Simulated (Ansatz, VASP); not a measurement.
**Two plane-wave programs on BaTiO3**

```
Ba Ti O
1.0
     3.99980    0.00000    0.00000
     0.00000    3.99980    0.00000
     0.00000    0.00000    4.01800
Ba Ti O
1 1 3
Direct
  0.00000 0.00000 0.00000
  0.50000 0.50000 0.49000
  0.00000 0.50000 0.51700
  0.50000 0.00000 0.51700
  0.50000 0.50000 0.01900
```

Alike in both runs: task single point; functional r2SCAN0; k mesh 4 × 4 × 4; occupations fermi-dirac, width 0.05 eV; no spin polarisation.

|  | VASP | Ansatz |
| --- | --- | --- |
| version | VASP 6.6.1 | Ansatz 0.2.0 |
| potentials or method | VASP PAW PBE potentials, release 64 (Ba_sv, Ti_sv, O) | Ansatz PAW |
| plane-wave cutoff (eV) | 520 | 500 |
| valence electrons in the cell | 40 | 40 |

```csv
,VASP,Ansatz,Ansatz less VASP
gap on the k mesh at the Fermi level (eV),4.27,4.28,+0.011
least direct gap on the mesh (eV),4.52,4.49,-0.024
pressure (GPa),-2.8,-4.6,-1.79
"traceless stress, the component that is largest in VASP (GPa)",0.54,0.49,-0.053
rms of the force components (eV/Å),0.168,0.193,+0.0243
```

VASP's potentials were made for PBE, not for r2SCAN0. Atom by atom the forces differ by 0.032 eV/Å (rms over components).

Neither program's run includes spin-orbit coupling.
